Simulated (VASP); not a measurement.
A run of VASP 6.6.1:

The input INCAR:

```
PREC = Accurate
ENCUT = 500
EDIFF = 1E-6
ISMEAR = 0
SIGMA = 0.01
LREAL = F
LASPH = T
NELM = 120
ALGO = Normal
ISIF = 2
LWAVE = F
LCHARG = T
GGA = PE
LELF = T
LVHAR = T
ISYM = -1
NBANDS = 17
GGA_COMPAT = F
```

Contents of KPOINTS:

```
explicit points
108
Reciprocal
  0.00000000   0.00000000   0.08333333 2
  0.00000000   0.00000000   0.25000000 2
  0.00000000   0.00000000   0.41666667 2
  0.00000000   0.16666667   0.08333333 2
  0.00000000   0.16666667   0.25000000 2
  0.00000000   0.16666667   0.41666667 2
  0.00000000   0.16666667   0.58333333 2
  0.00000000   0.16666667   0.75000000 2
  0.00000000   0.16666667   0.91666667 2
  0.00000000   0.33333333   0.08333333 2
  0.00000000   0.33333333   0.25000000 2
  0.00000000   0.33333333   0.41666667 2
  0.00000000   0.33333333   0.58333333 2
  0.00000000   0.33333333   0.75000000 2
  0.00000000   0.33333333   0.91666667 2
  0.00000000   0.50000000   0.08333333 2
  0.00000000   0.50000000   0.25000000 2
  0.00000000   0.50000000   0.41666667 2
  0.16666667   0.00000000   0.08333333 2
  0.16666667   0.00000000   0.25000000 2
  0.16666667   0.00000000   0.41666667 2
  0.16666667   0.00000000   0.58333333 2
  0.16666667   0.00000000   0.75000000 2
  0.16666667   0.00000000   0.91666667 2
  0.16666667   0.16666667   0.08333333 2
  0.16666667   0.16666667   0.25000000 2
  0.16666667   0.16666667   0.41666667 2
  0.16666667   0.16666667   0.58333333 2
  0.16666667   0.16666667   0.75000000 2
  0.16666667   0.16666667   0.91666667 2
  0.16666667   0.33333333   0.08333333 2
  0.16666667   0.33333333   0.25000000 2
  0.16666667   0.33333333   0.41666667 2
  0.16666667   0.33333333   0.58333333 2
  0.16666667   0.33333333   0.75000000 2
  0.16666667   0.33333333   0.91666667 2
  0.16666667   0.50000000   0.08333333 2
  0.16666667   0.50000000   0.25000000 2
  0.16666667   0.50000000   0.41666667 2
  0.16666667   0.50000000   0.58333333 2
  0.16666667   0.50000000   0.75000000 2
  0.16666667   0.50000000   0.91666667 2
  0.16666667   0.66666667   0.08333333 2
  0.16666667   0.66666667   0.25000000 2
  0.16666667   0.66666667   0.41666667 2
  0.16666667   0.66666667   0.58333333 2
  0.16666667   0.66666667   0.75000000 2
  0.16666667   0.66666667   0.91666667 2
  0.16666667   0.83333333   0.08333333 2
  0.16666667   0.83333333   0.25000000 2
  0.16666667   0.83333333   0.41666667 2
  0.16666667   0.83333333   0.58333333 2
  0.16666667   0.83333333   0.75000000 2
  0.16666667   0.83333333   0.91666667 2
  0.33333333   0.00000000   0.08333333 2
  0.33333333   0.00000000   0.25000000 2
  0.33333333   0.00000000   0.41666667 2
  0.33333333   0.00000000   0.58333333 2
  0.33333333   0.00000000   0.75000000 2
  0.33333333   0.00000000   0.91666667 2
  0.33333333   0.16666667   0.08333333 2
  0.33333333   0.16666667   0.25000000 2
  0.33333333   0.16666667   0.41666667 2
  0.33333333   0.16666667   0.58333333 2
  0.33333333   0.16666667   0.75000000 2
  0.33333333   0.16666667   0.91666667 2
  0.33333333   0.33333333   0.08333333 2
  0.33333333   0.33333333   0.25000000 2
  0.33333333   0.33333333   0.41666667 2
  0.33333333   0.33333333   0.58333333 2
  0.33333333   0.33333333   0.75000000 2
  0.33333333   0.33333333   0.91666667 2
  0.33333333   0.50000000   0.08333333 2
  0.33333333   0.50000000   0.25000000 2
  0.33333333   0.50000000   0.41666667 2
  0.33333333   0.50000000   0.58333333 2
  0.33333333   0.50000000   0.75000000 2
  0.33333333   0.50000000   0.91666667 2
  0.33333333   0.66666667   0.08333333 2
  0.33333333   0.66666667   0.25000000 2
  0.33333333   0.66666667   0.41666667 2
  0.33333333   0.66666667   0.58333333 2
  0.33333333   0.66666667   0.75000000 2
  0.33333333   0.66666667   0.91666667 2
  0.33333333   0.83333333   0.08333333 2
  0.33333333   0.83333333   0.25000000 2
  0.33333333   0.83333333   0.41666667 2
  0.33333333   0.83333333   0.58333333 2
  0.33333333   0.83333333   0.75000000 2
  0.33333333   0.83333333   0.91666667 2
  0.50000000   0.00000000   0.08333333 2
  0.50000000   0.00000000   0.25000000 2
  0.50000000   0.00000000   0.41666667 2
  0.50000000   0.16666667   0.08333333 2
  0.50000000   0.16666667   0.25000000 2
  0.50000000   0.16666667   0.41666667 2
  0.50000000   0.16666667   0.58333333 2
  0.50000000   0.16666667   0.75000000 2
  0.50000000   0.16666667   0.91666667 2
  0.50000000   0.33333333   0.08333333 2
  0.50000000   0.33333333   0.25000000 2
  0.50000000   0.33333333   0.41666667 2
  0.50000000   0.33333333   0.58333333 2
  0.50000000   0.33333333   0.75000000 2
  0.50000000   0.33333333   0.91666667 2
  0.50000000   0.50000000   0.08333333 2
  0.50000000   0.50000000   0.25000000 2
  0.50000000   0.50000000   0.41666667 2
```

Contents of POSCAR:

```
TePb
1.0
    0.0000000000      3.2678368418      3.2678368418
    3.2678368418      0.0000000000      3.2678368418
    3.2678368418      3.2678368418      0.0000000000
Pb Te
1 1
Direct
    0.0000000000      0.0000000000      0.0000000000
    0.5000000000      0.5000000000      0.5000000000
```

Potentials or basis: VASP PAW PBE potentials, release 64 (Pb_d, Te).

Run with:

```bash
$ cat potpaw_PBE.64/Pb_d/POTCAR potpaw_PBE.64/Te/POTCAR > POTCAR
$ mpirun -np 1 vasp_std > vasp.out
```

Hardware: 1 thread of Intel Xeon 8259CL, on a shared host.

Problem. How long does it take, and how much memory?

Solution. It took 2 min on 1 thread of Intel Xeon 8259CL, with other jobs on the host, peak memory 0.26 GiB. Counts: scf iterations 12, k points 108.
